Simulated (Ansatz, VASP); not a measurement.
One calculation of GaN, two programs

```
Ga N
1.0
     3.18893    0.00000    0.00000
    -1.59447    2.76169    0.00000
     0.00000    0.00000    5.19236
Ga N
2 2
Cartesian
  1.5945 0.9206 2.5914
  0.0000 1.8411 5.1876
  1.5945 0.9206 4.5481
  0.0000 1.8411 1.9519
```

Alike in both runs: task relaxation of cell and atoms; functional PBEsol; k mesh 9 × 9 × 6; occupations gaussian, width 0.02 eV; no spin polarisation.

|  | VASP | Ansatz |
| --- | --- | --- |
| version | VASP 6.6.1 | Ansatz 0.2.0 |
| potentials or method | VASP PAW PBE potentials, release 64 (Ga_d, N), cutoff 600 eV | scalar-relativistic, plane waves, PAW |
| valence electrons in the cell | 36 | 36 |

```tsv
	VASP	Ansatz	Ansatz less VASP
gap on the k mesh at the Fermi level, each at its own relaxed structure (eV)	1.91	1.88	-0.032
relaxed volume (Å³/atom)	11.35	11.37	+0.022
relaxed cell length with the largest relative difference (Å)	3.181	3.183	+0.0021
```

VASP's potentials were made for PBE, not for PBEsol.
